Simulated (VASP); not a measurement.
CaO, 2 atoms in the cell. It takes space group I4mm (No. 107, tetragonal). Conventional cell: a = 3.463 Å, b = 3.463 Å, c = 4.898 Å, α = 90.00°, β = 90.00°, γ = 90.00°. Within 3.2 Å of Ca (site symmetry 4mm) lie 6 O at 2.39 to 2.51 Å. Within 3.2 Å of O (site symmetry 4mm) lie 6 Ca at 2.39 to 2.51 Å.  This cell differs from its parent crystal: all Ca atoms moved +0.062 Å, as atom 1 along Cartesian [1 0 0].

- Program: VASP 6.6.1
- Task: single point
- Functional: PBE
- Potentials or basis: VASP PAW PBE potentials, release 64 (Ca_sv, O)
- Cutoff: 520 eV
- k mesh: 8 × 8 × 8
- Occupations: gaussian, width 0.05 eV
- Spin: no spin polarisation
- Dipole correction: no
- Further INCAR settings: ALGO = Normal; EDIFF = 1e-06; NBANDS = 15

Potentials or basis: VASP PAW PBE potentials, release 64 (Ca_sv, O).

Launch:

```sh
$ cat potpaw_PBE.64/Ca_sv/POTCAR potpaw_PBE.64/O/POTCAR > POTCAR
$ mpirun -np 1 vasp_std > vasp.out
```

Hardware: 1 thread of AMD EPYC 9R45 96-Core Processor (Zen 5), with other jobs on the host.

Task: Estimate the wall time of this run.

Result: Wall time 13 s on 1 thread of AMD EPYC 9R45 96-Core Processor (Zen 5), with other jobs on the host, peak memory 0.14 GiB. Counts: scf iterations 12, k points 59.
